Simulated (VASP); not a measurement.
# TiO2 (P4_2/mnm) in VASP: further runs

TiO2 is run at these levels: PBE; tasks: single point.

All numbers are computed with VASP 6.6.1; they aren't measurements. Logs are shortened: lines on timing, memory, paths and dates and some standing lists are left out, and cuts for length are marked.

## (1) The cell of the first run

It takes space group P4_2/mnm (No. 136, tetragonal). The conventional cell has a = 4.644 Å, b = 4.644 Å, c = 2.967 Å, α = 90.00°, β = 90.00°, γ = 90.00°. Ti (site symmetry mmm) has 6 O at 1.96 to 2.00 Å within 2.6 Å. Within 2.6 Å of O (site symmetry m2m) lie 3 Ti at 1.96 to 2.00 Å and 1 O at 2.56 Å.

## (2) Single point, PBE

The input, INCAR:

```
PREC = Accurate
ENCUT = 520
EDIFF = 1E-6
ISMEAR = -1
SIGMA = 0.05
LREAL = False
LASPH = True
NELM = 100
ALGO = Normal
ISIF = 2
LWAVE = False
LCHARG = True
GGA = PE
LELF = True
LVHAR = True
NBANDS = 33
```

The input, KPOINTS:

```
Automatic mesh
0
Gamma
  6 6 9
```

The input, POSCAR:

```
TiO2
1.0
    4.6441637455      0.0000000000      0.0000000000
    0.0000000000      4.6441637455      0.0000000000
    0.0000000000      0.0000000000      2.9666956570
Ti O
2 4
Direct
    0.0000000000      0.0000000000      0.5000000000
    0.5000000000      0.5000000000      0.0000000000
    0.3050782660      0.3050782660      0.5000000000
    0.1949217340      0.8050782660      0.0000000000
    0.8050782660      0.1949217340      0.0000000000
    0.6949217340      0.6949217340      0.5000000000
```

Potentials or basis: VASP PAW PBE potentials, release 64 (Ti_sv, O).

The run is started by

```
$ cat potpaw_PBE.64/Ti_sv/POTCAR potpaw_PBE.64/O/POTCAR > POTCAR
$ mpirun -np 1 vasp_std > vasp.out
```

OUTCAR:

```text
PREC = Accurate
   ENCUT = 520
   EDIFF = 1E-6
   ISMEAR = -1
   LREAL = False
   LASPH = True
   NELM = 100
   ISIF = 2
   GGA = PE

 ion  position               nearest neighbor table
   1  0.000  0.000  0.500-   4 1.96   5 1.96   4 1.96   5 1.96   3 2.00   6 2.00
   2  0.500  0.500  0.000-   3 1.96   6 1.96   3 1.96   6 1.96   5 2.00   4 2.00
   3  0.305  0.305  0.500-   2 1.96   2 1.96   1 2.00
   4  0.195  0.805  0.000-   1 1.96   1 1.96   2 2.00
   5  0.805  0.195  0.000-   1 1.96   1 1.96   2 2.00
   6  0.695  0.695  0.500-   2 1.96   2 1.96   1 2.00

  LATTYP: Found a simple tetragonal cell.
 ALAT       =     4.6441637455
 C/A-ratio  =     0.6388008304

  Lattice vectors:

 A1 = (   4.6441637455,   0.0000000000,   0.0000000000)
 A2 = (   0.0000000000,   4.6441637455,   0.0000000000)
 A3 = (   0.0000000000,   0.0000000000,   2.9666956570)

Analysis of symmetry for initial positions (statically):
=====================================================================
 Subroutine PRICEL returns:
 Original cell was already a primitive cell.

 Routine SETGRP: Setting up the symmetry group for a
 simple tetragonal supercell.

 Subroutine GETGRP returns: Found 16 space group operations
 (whereof  8 operations were pure point group operations)
 out of a pool of 16 trial point group operations.

The static configuration has the point symmetry D_2h.
 The point group associated with its full space group is D_4h.

Analysis of symmetry for dynamics (positions and initial velocities):
=====================================================================
 Subroutine PRICEL returns:
 Original cell was already a primitive cell.

 Routine SETGRP: Setting up the symmetry group for a
 simple tetragonal supercell.

 Subroutine GETGRP returns: Found 16 space group operations
 (whereof  8 operations were pure point group operations)
 out of a pool of 16 trial point group operations.

The dynamic configuration has the point symmetry D_2h.
 The point group associated with its full space group is D_4h.

 Subroutine INISYM returns: Found 16 space group operations
 (whereof  8 operations are pure point group operations),
 and found     1 'primitive' translations

----------------------------------------------------------------------------------------

                                     Primitive cell

  volume of cell :      63.9865

  direct lattice vectors                    reciprocal lattice vectors
     4.644163746  0.000000000  0.000000000     0.215324018  0.000000000  0.000000000
     0.000000000  4.644163746  0.000000000     0.000000000  0.215324018  0.000000000
     0.000000000  0.000000000  2.966695657     0.000000000  0.000000000  0.337075358

  length of vectors
     4.644163746  4.644163746  2.966695657     0.215324018  0.215324018  0.337075358

  position of ions in fractional coordinates (direct lattice)
     0.000000000  0.000000000  0.500000000
     0.500000000  0.500000000  0.000000000
     0.305078266  0.305078266  0.500000000
     0.194921734  0.805078266  0.000000000
     0.805078266  0.194921734  0.000000000
     0.694921734  0.694921734  0.500000000

  ion indices of the primitive-cell ions
   primitive index   ion index
                 1           1
                 2           2
                 3           3
                 4           4
                 5           5
                 6           6

----------------------------------------------------------------------------------------

 KPOINTS: Automatic mesh

Automatic generation of k-mesh.
 Grid dimensions read from file:
 generate k-points for:    6    6    9

 Generating k-lattice:

  Cartesian coordinates                     Fractional coordinates (reciprocal lattice)
     0.035887336  0.000000000  0.000000000     0.166666667  0.000000000  0.000000000
     0.000000000  0.035887336  0.000000000     0.000000000  0.166666667  0.000000000
     0.000000000  0.000000000  0.037452818     0.000000000  0.000000000  0.111111111

  Length of vectors
     0.035887336  0.035887336  0.037452818

  Shift w.r.t. Gamma in fractional coordinates (k-lattice)
     0.000000000  0.000000000  0.000000000

 Subroutine IBZKPT returns following result:
 ===========================================

 Found     50 irreducible k-points:

 Following reciprocal coordinates:
            Coordinates               Weight
  0.000000  0.000000  0.000000      1.000000
  0.166667  0.000000  0.000000      4.000000
  0.333333  0.000000  0.000000      4.000000
  0.500000  0.000000  0.000000      2.000000
  0.166667  0.166667  0.000000      4.000000
  0.333333  0.166667  0.000000      8.000000
[... 16 lines left out ...]
  0.333333  0.000000  0.222222      8.000000
  0.500000  0.000000  0.222222      4.000000
 [... further k-points ...]
   k-points           NKPTS =     50   k-points in BZ     NKDIM =     50   number of bands    NBANDS=     33
   number of dos      NEDOS =    301   number of ions     NIONS =      6
   total plane-waves  NPLWV =  31104
   dimension x,y,z NGX =    36 NGY =   36 NGZ =   24
   dimension x,y,z NGXF=    72 NGYF=   72 NGZF=   48
   ions per type =               2   4
   NGX,Y,Z   is equivalent  to a cutoff of  12.89, 12.89, 13.45 a.u.
   NGXF,Y,Z  is equivalent  to a cutoff of  25.77, 25.77, 26.90 a.u.
 SYSTEM =  unknown system
   PREC   = accura    normal or accurate (medium, high low for compatibility)
   ISTART =      0    job   : 0-new  1-cont  2-samecut
   ICHARG =      2    charge: 1-file 2-atom 10-const
   ISPIN  =      1    spin polarized calculation?
   LNONCOLLINEAR =      F non collinear calculations
   LSORBIT =      F    spin-orbit coupling
   LASPH  =      T    aspherical Exc in radial PAW
   ENCUT  =  520.0 eV  38.22 Ry    6.18 a.u.   8.64  8.64  5.52*2*pi/ulx,y,z
   NELM   =    100;   NELMIN=  2; NELMDL= -5     # of ELM steps
   EDIFF  = 0.1E-05   stopping-criterion for ELM
   LREAL  =      F    real-space projection
   EDIFFG = 0.1E-04   stopping-criterion for IOM
   NSW    =      0    number of steps for IOM
   IBRION =     -1    ionic relax: 0-MD 1-quasi-New 2-CG
   NFREE  =      0    steps in history (QN), initial steepest desc. (CG)
   ISIF   =      2    stress and relaxation
   ISYM   =      2    0-nonsym 1-usesym 2-fastsym
   POTIM  = 0.5000    time-step for ionic-motion
   TEBEG  =    0.0;   TEEND  =   0.0 temperature during run
   PSTRESS=    0.0 pullay stress
   NELECT =      48.0000    total number of electrons
   NUPDOWN=      -1.0000    fix difference up-down
   EMIN   =  10.00;   EMAX   =-10.00  energy-range for DOS
   EFERMI =   0.00;   METHOD = LEGACY
   ISMEAR =    -1;   SIGMA  =   0.05  broadening in eV -4-tet -1-fermi 0-gaus
   EFERMI_NEDOS =   21; number of points for ismear=-14 and -15
   IALGO  =     38    algorithm
   IMIX   =      4    mixing-type and parameters
     AMIX     =   0.40;   BMIX     =  1.00
     AMIX_MAG =   1.60;   BMIX_MAG =  1.00
  volume/ion in A,a.u.               =      10.66        71.97
  Fermi-wavevector in a.u.,A,eV,Ry     =   1.487508  2.810982 30.105328  2.212679
  Thomas-Fermi vector in A             =   2.600660
   LORBIT       =      0    0 simple, 1 ext, 2 COOP (PROOUT), +10 PAW based schemes
   GGA     = PE    functional components
   LHFCALC =     F    Hartree Fock is set to
   AEXX    =    0.0000 exact exchange contribution
   IVDW    =     0    specifies the selected vdW correction
   LEPSILON=     F    determine dielectric tensor
   LRPA    =     F    only Hartree local field effects (RPA)
 non-spin polarized calculation
  energy-cutoff  :      520.00
  volume of cell :       63.99
 maximum number of plane-waves:      1748
 NGX is ok and might be reduce to    36
   NGX = 17   NGY = 17   NGZ = 11

 number of electron      48.0000020 magnetization

 Free energy of the ion-electron system (eV)
  ---------------------------------------------------
  ext. energy  EPLUGINS =         0.00000000
  ---------------------------------------------------
  free energy    TOTEN  =       -53.67667197 eV

  energy without entropy =      -53.67667197  energy(sigma->0) =      -53.67667197

 E-fermi :   5.4533     XC(G=0): -11.2780

 val. band max:        4.5675587966   @ k =   0.0000   0.0000   0.0000
 cond. band min:       6.3958501139   @ k =   0.0000   0.0000   0.0000
 fundamental gap:      1.8282913172
 Fermi energy:         5.4533177093

 k-point     1 :       0.0000    0.0000    0.0000
  band No.  band energies     occupation
      1     -52.4010      2.00000
      2     -52.3862      2.00000
      3     -28.6864      2.00000
      4     -28.6864      2.00000
      5     -28.5374      2.00000
      6     -28.5374      2.00000
[... 25 lines left out ...]
     32      11.0188      0.00000
     33      11.0197      0.00000

 k-point     2 :       0.1667    0.0000    0.0000
  band No.  band energies     occupation
      1     -52.4000      2.00000
      2     -52.3872      2.00000
      3     -28.6787      2.00000
      4     -28.6780      2.00000
      5     -28.5467      2.00000
      6     -28.5460      2.00000
[... 25 lines left out ...]
     32      10.9329      0.00000
     33      10.9507      0.00000

 k-point     3 :       0.3333    0.0000    0.0000
  band No.  band energies     occupation
      1     -52.3973      2.00000
      2     -52.3899      2.00000
      3     -28.6585      2.00000
      4     -28.6567      2.00000
      5     -28.5697      2.00000
      6     -28.5679      2.00000
[... 25 lines left out ...]
     32      10.7615      0.00000
     33      10.7958      0.00000

 k-point     4 :       0.5000    0.0000    0.0000
  band No.  band energies     occupation
      1     -52.3936      2.00000
      2     -52.3936      2.00000
      3     -28.6416      2.00000
      4     -28.6416      2.00000
      5     -28.5856      2.00000
      6     -28.5856      2.00000
[... 673 lines left out ...]
     32      10.2389      0.00000
     33      10.4984      0.00000

 k-point    23 :       0.3333    0.0000    0.2222
  band No.  band energies     occupation
      1     -52.3806      2.00000
      2     -52.3750      2.00000
      3     -28.6794      2.00000
      4     -28.6656      2.00000
      5     -28.6143      2.00000
      6     -28.6063      2.00000
[... 25 lines left out ...]
     32       9.8291      0.00000
     33      10.5608      0.00000

 k-point    24 :       0.5000    0.0000    0.2222
  band No.  band energies     occupation
      1     -52.3778      2.00000
      2     -52.3778      2.00000
      3     -28.6753      2.00000
      4     -28.6753      2.00000
      5     -28.5983      2.00000
      6     -28.5983      2.00000
[... 25 lines left out ...]
     32       9.6445      0.00000
     33      10.9395      0.00000

 [... further k-points ...]
[... 5 lines left out ...]
  --------------------------------------------------------------------------------------
  -------------------------------------------------------------------------------------
  Total        0.1252157      0.1252157      0.1399454     -0.0000000      0.0000000      0.0000000
  in kB        3.1353170      3.1353170      3.5041380     -0.0000000      0.0000000      0.0000000
  external PRESSURE =       3.2582574 kB  Pullay stress =       0.0000000 kB

 VOLUME and BASIS-vectors are now :
 -----------------------------------------------------------------------------
  energy-cutoff  :      520.00
  volume of cell :       63.99
      direct lattice vectors                 reciprocal lattice vectors
     4.644163746  0.000000000  0.000000000     0.215324018  0.000000000  0.000000000
     0.000000000  4.644163746  0.000000000     0.000000000  0.215324018  0.000000000
     0.000000000  0.000000000  2.966695657     0.000000000  0.000000000  0.337075358

 POSITION                                       TOTAL-FORCE (eV/Angst)
 -----------------------------------------------------------------------------------
      0.00000      0.00000      1.48335         0.000000      0.000000      0.000000
      2.32208      2.32208      0.00000         0.000000      0.000000      0.000000
      1.41683      1.41683      1.48335        -0.010873     -0.010873     -0.000000
      0.90525      3.73892      0.00000         0.010873     -0.010873      0.000000
      3.73892      0.90525      0.00000        -0.010873      0.010873      0.000000
      3.22733      3.22733      1.48335         0.010873      0.010873      0.000000
 -----------------------------------------------------------------------------------
    total drift:                               -0.000000      0.000000      0.000000

  FREE ENERGIE OF THE ION-ELECTRON SYSTEM (eV)
  ---------------------------------------------------
  free  energy   TOTEN  =       -53.6766719715 eV

  energy  without entropy=      -53.6766719708  energy(sigma->0) =      -53.67667197
```

Run time: 2.6 min. Hardware: 1 thread of Intel Xeon Platinum 8259CL at 2.50GHz (Skylake/Cascade Lake), shared host; peak memory 0.22 GiB.

What came out:

* Free energy: -53.6767 eV
* Pressure: 0.3 GPa
* Largest force: 0.015 eV/Å
* Band gap on the k mesh: 1.83 eV, direct

Forces on the atoms (eV/Å):
```
Ti   0.000  0.000  0.000
Ti   0.000  0.000  0.000
O   -0.011 -0.011  0.000
O    0.011 -0.011  0.000
O   -0.011  0.011  0.000
O    0.011  0.011  0.000
```

## (3) Single point, PBE

This run uses another cell than the first one, of 10.64 Å³/atom, 0.998 times its volume.

The input, INCAR:

```
  PREC = Accurate
  ENCUT = 520
  EDIFF = 1E-6
  ISMEAR = -1
  SIGMA = 0.05
  LREAL = F
  LASPH = T
  NELM = 60
  ALGO = Normal
  ISIF = 2
  LWAVE = F
  LCHARG = F
  GGA = PE
  NBANDS = 33
```

KPOINTS is that of step 2.

The input, POSCAR:

```
TiO2
1.0
    4.6401448144      0.0000000000      0.0000000000
    0.0000000000      4.6401448144      0.0000000000
    0.0000000000      0.0000000000      2.9652656371
Ti O
2 4
Direct
    0.0000000000      0.0000000000      0.5000000000
    0.5000000000      0.5000000000      0.0000000000
    0.3051038776      0.3051038776      0.5000000000
    0.1948961224      0.8051038776      0.0000000000
    0.8051038776      0.1948961224      0.0000000000
    0.6948961224      0.6948961224      0.5000000000
```

Potentials or basis: VASP PAW PBE potentials, release 64 (Ti_sv, O).

The run is started by

```
$ cat potpaw_PBE.64/Ti_sv/POTCAR potpaw_PBE.64/O/POTCAR > POTCAR
$ mpirun -np 1 vasp_std > vasp.out
```

OUTCAR:

```text
PREC = Accurate
   ENCUT = 520
   EDIFF = 1E-6
   ISMEAR = -1
   LREAL = F
   LASPH = T
   NELM = 60
   ISIF = 2
   GGA = PE

 ion  position               nearest neighbor table
   1  0.000  0.000  0.500-   4 1.96   5 1.96   4 1.96   5 1.96   3 2.00   6 2.00
   2  0.500  0.500  0.000-   3 1.96   6 1.96   3 1.96   6 1.96   5 2.00   4 2.00
   3  0.305  0.305  0.500-   2 1.96   2 1.96   1 2.00
   4  0.195  0.805  0.000-   1 1.96   1 1.96   2 2.00
   5  0.805  0.195  0.000-   1 1.96   1 1.96   2 2.00
   6  0.695  0.695  0.500-   2 1.96   2 1.96   1 2.00

  LATTYP: Found a simple tetragonal cell.
 ALAT       =     4.6401448144
 C/A-ratio  =     0.6390459254

  Lattice vectors:

 A1 = (   4.6401448144,   0.0000000000,   0.0000000000)
 A2 = (   0.0000000000,   4.6401448144,   0.0000000000)
 A3 = (   0.0000000000,   0.0000000000,   2.9652656371)

Analysis of symmetry for initial positions (statically):
=====================================================================
 Subroutine PRICEL returns:
[... 177 lines left out ...]
  free energy    TOTEN  =       -53.67593685 eV

  energy without entropy =      -53.67593685  energy(sigma->0) =      -53.67593685

 E-fermi :   5.4898     XC(G=0): -11.2898

 val. band max:        4.5905949475   @ k =   0.0000   0.0000   0.0000
 cond. band min:       6.4247437797   @ k =   0.0000   0.0000   0.0000
 fundamental gap:      1.8341488322
 Fermi energy:         5.4898089445

 k-point     1 :       0.0000    0.0000    0.0000
  band No.  band energies     occupation
      1     -52.3708      2.00000
      2     -52.3558      2.00000
      3     -28.6583      2.00000
      4     -28.6583      2.00000
      5     -28.5078      2.00000
      6     -28.5078      2.00000
[... 853 lines left out ...]
     32       9.6849      0.00000
     33      10.9811      0.00000

 [... further k-points ...]
[... 5 lines left out ...]
  --------------------------------------------------------------------------------------
  -------------------------------------------------------------------------------------
  Total        0.3157622      0.3157622      0.3480565     -0.0000000      0.0000000      0.0000000
  in kB        7.9239936      7.9239936      8.7344112     -0.0000000      0.0000000      0.0000000
  external PRESSURE =       8.1941328 kB  Pullay stress =       0.0000000 kB

 VOLUME and BASIS-vectors are now :
 -----------------------------------------------------------------------------
  energy-cutoff  :      520.00
  volume of cell :       63.84
      direct lattice vectors                 reciprocal lattice vectors
     4.640144814  0.000000000  0.000000000     0.215510515  0.000000000  0.000000000
     0.000000000  4.640144814  0.000000000     0.000000000  0.215510515  0.000000000
     0.000000000  0.000000000  2.965265637     0.000000000  0.000000000  0.337237915

 POSITION                                       TOTAL-FORCE (eV/Angst)
 -----------------------------------------------------------------------------------
      0.00000      0.00000      1.48263         0.000000      0.000000      0.000000
      2.32007      2.32007      0.00000         0.000000      0.000000      0.000000
      1.41573      1.41573      1.48263        -0.021284     -0.021284      0.000000
      0.90435      3.73580      0.00000         0.021284     -0.021284      0.000000
      3.73580      0.90435      0.00000        -0.021284      0.021284      0.000000
      3.22442      3.22442      1.48263         0.021284      0.021284      0.000000
 -----------------------------------------------------------------------------------
    total drift:                               -0.000000      0.000000      0.000000

  FREE ENERGIE OF THE ION-ELECTRON SYSTEM (eV)
  ---------------------------------------------------
  free  energy   TOTEN  =       -53.6759368514 eV

  energy  without entropy=      -53.6759368507  energy(sigma->0) =      -53.67593685
```

OSZICAR:

```text
N       E                     dE             d eps       ncg     rms          rms(c)
DAV:   1     0.662027157064E+03    0.66203E+03   -0.24391E+04  3300   0.173E+03
DAV:   2     0.327029013961E+02   -0.62932E+03   -0.58318E+03  3571   0.520E+02
DAV:   3    -0.652341611784E+02   -0.97937E+02   -0.95989E+02  4557   0.192E+02
DAV:   4    -0.710488815927E+02   -0.58147E+01   -0.58022E+01  4770   0.441E+01
DAV:   5    -0.713160829491E+02   -0.26720E+00   -0.26717E+00  4382   0.747E+00    0.308E+01
DAV:   6    -0.541210378422E+02    0.17195E+02   -0.76649E+01  4300   0.878E+01    0.115E+01
DAV:   7    -0.540117024916E+02    0.10934E+00   -0.14088E+01  4091   0.339E+01    0.907E+00
DAV:   8    -0.539215879232E+02    0.90115E-01   -0.47966E-01  4129   0.483E+00    0.773E+00
DAV:   9    -0.539226503666E+02   -0.10624E-02   -0.18452E+00  4185   0.154E+01    0.446E+00
DAV:  10    -0.536800034721E+02    0.24265E+00   -0.97364E-01  4126   0.926E+00    0.676E-01
DAV:  11    -0.536768628615E+02    0.31406E-02   -0.41528E-02  3889   0.169E+00    0.428E-01
DAV:  12    -0.536771058824E+02   -0.24302E-03   -0.52810E-03  3877   0.887E-01    0.276E-01
DAV:  13    -0.536759731415E+02    0.11327E-02   -0.23484E-03  4527   0.406E-01    0.725E-02
DAV:  14    -0.536759683914E+02    0.47501E-05   -0.18409E-04  3802   0.925E-02    0.484E-02
DAV:  15    -0.536759357855E+02    0.32606E-04   -0.12667E-04  4294   0.930E-02    0.280E-03
DAV:  16    -0.536759372323E+02   -0.14468E-05   -0.96360E-06  3614   0.254E-02    0.825E-03
DAV:  17    -0.536759368514E+02    0.38091E-06   -0.87385E-07  2194   0.117E-02
   1 F= -.53675937E+02 E0= -.53675937E+02  d E =-.656260E-09
```

Run time: 2.5 min. Hardware: 1 thread of Intel Xeon Platinum 8259CL at 2.50GHz (Skylake/Cascade Lake), shared host; peak memory 0.22 GiB.

What came out:

| Property | Result |
| --- | --- |
| Free energy | -53.6759 eV |
| Pressure | 0.8 GPa |
| Largest force | 0.030 eV/Å |
| Band gap on the k mesh | 1.83 eV, direct |

Forces on the atoms (eV/Å):
```
Ti   0.000  0.000  0.000
Ti   0.000  0.000  0.000
O   -0.021 -0.021  0.000
O    0.021 -0.021  0.000
O   -0.021  0.021  0.000
O    0.021  0.021  0.000
```

A k mesh can miss the band edges. As with any semilocal functional, this PBE gap is likely too small.
